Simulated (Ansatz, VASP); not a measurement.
One calculation of Si, two programs

```xyz
2
Lattice="0.0000 2.7009 2.7009 2.7009 0.0000 2.7009 2.7009 2.7009 0.0000" Properties=species:S:1:pos:R:3 pbc="T T T"
Si    0.0000    0.0000    0.0000
Si    1.3505    1.3505    1.3505
```

Alike in both runs: functional LDA; k mesh 10 × 10 × 10; occupations gaussian, width 0.02 eV; no spin polarisation.

Ansatz relaxed the structure, and its values are those at the end. VASP's run is a single point on that final structure, the one shown.

```csv
,VASP,Ansatz
version,VASP 6.6.1,Ansatz 0.2.0
potentials or method,"VASP PAW LDA potentials, release 64 (Si), cutoff 500 eV","scalar-relativistic, plane waves, PAW"
valence electrons in the cell,8,8
```

|  | VASP | Ansatz | Ansatz less VASP |
| --- | --- | --- | --- |
| gap on the k mesh at the Fermi level (eV) | 0.45 | 0.45 | +0.002 |
| least direct gap on the mesh (eV) | 2.53 | 2.53 | +0.002 |
| pressure (GPa) | 0.1 | 0.0 | -0.04 |

LDA's correlation is that of Perdew and Zunger in VASP and of Perdew and Wang (1992) in Ansatz.
